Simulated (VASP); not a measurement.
Crystal: SmH3.

```
Sm H
1.0
     5.31540    0.00000    0.00000
    -2.65770    4.60327    0.00000
     0.00000    0.00000    4.15982
Sm H
2 6
Direct
  0.33333 0.66667 0.75000
  0.66667 0.33333 0.25000
  0.16873 0.33746 0.25000
  0.66254 0.83127 0.25000
  0.16873 0.83127 0.25000
  0.83127 0.66254 0.75000
  0.33746 0.16873 0.75000
  0.83127 0.16873 0.75000
```

The cell was generated, and may not be a known phase.

- Program: VASP 6.6.1
- Task: relaxation of cell and atoms
- Functional: PBE
- Potentials or basis: VASP PAW PBE potentials, release 64 (Sm_3, H), 4f in core
- Cutoff: 500 eV
- k mesh: 6 × 6 × 4
- Occupations: gaussian, width 0.1 eV
- Spin: no spin polarisation

At the start: pressure -12.1 GPa; volume 12.72 Å³/atom.

**Question.** How do energy, volume and symmetry change on relaxing?

**Answer.** Over 9 steps the energy falls by 143.1 meV/atom and the volume is 10.43 Å³/atom (-18.0 %); space group P6_3/mmc (No. 194, to 0.1 Å) before and after.

The path:
```
step  energy change (eV)  largest force (eV/Å)  pressure (GPa)  volume (Å³)
   1              0.0000                0.7038          -12.14       101.78
   2             -0.8973                0.4795           -5.32        88.23
   3             -1.0422                0.3217            0.16        81.99
   4             -1.0431                0.3035            0.83        81.37
   5             -1.0856                0.2402            0.71        81.54
   6             -1.1249                0.0487            0.44        81.99
   7             -1.1273                0.0869            0.48        81.91
   8             -1.1383                0.0534            0.22        82.54
   9             -1.1444                0.0040           -0.10        83.47
```

Final structure:
```xyz
8
Lattice="4.9528 0.0000 0.0000 -2.4764 4.2892 0.0000 0.0000 0.0000 3.9292" Properties=species:S:1:pos:R:3 pbc="T T T"
Sm    0.0000    2.8595    2.9469
Sm    2.4764    1.4297    0.9823
H     0.0000    1.5857    0.9823
H     1.1031    3.4964    0.9823
H    -1.1031    3.4964    0.9823
H     2.4764    2.7035    2.9469
H     1.3733    0.7929    2.9469
H     3.5795    0.7929    2.9469
```

Caveat: the volume moved by over 15 % at a fixed basis, so the end points are rough.
